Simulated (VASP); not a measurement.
Crystal: ZnSe.

```
CELL_PARAMETERS angstrom
0.00000 2.83380 2.83380
2.83380 0.00000 2.83380
2.83380 2.83380 0.00000
ATOMIC_POSITIONS crystal
Se 0.75000 0.75000 0.75000
Zn 0.00000 0.00000 0.00000
```

* Program: VASP 6.6.1
* Task: relaxation of cell and atoms
* Functional: HSE06
* Potentials or basis: VASP PAW PBE potentials, release 64 (Se, Zn)
* Cutoff: 550 eV
* k mesh: 4 × 4 × 4
* Occupations: fermi-dirac, width 0.05 eV
* Spin: no spin polarisation

At the start: pressure 1.5 GPa; volume 22.76 Å³/atom.

Q: Where does the relaxation end?

A: Over 3 steps the energy falls by 2.3 meV/atom and the volume is 23.28 Å³/atom (+2.3 %); space group F-43m (No. 216, to 0.1 Å) before and after.

Step by step:
| step | energy change (eV) | largest force (eV/Å) | pressure (GPa) | volume (Å³) |
| --- | --- | --- | --- | --- |
| 1 | 0.0000 | 0.0000 | 1.46 | 45.51 |
| 2 | -0.0042 | 0.0000 | -0.46 | 46.89 |
| 3 | -0.0047 | 0.0000 | 0.01 | 46.55 |

Final structure:
```
CELL_PARAMETERS angstrom
0.00000 2.85519 2.85519
2.85519 0.00000 2.85519
2.85519 2.85519 0.00000
ATOMIC_POSITIONS crystal
Se 0.75000 0.75000 0.75000
Zn 0.00000 0.00000 0.00000
```

Caveat: the k points lie up to 0.48 Å⁻¹ apart in the final cell; the PAW data sets were made with another functional, which shifts forces and pressure a little.
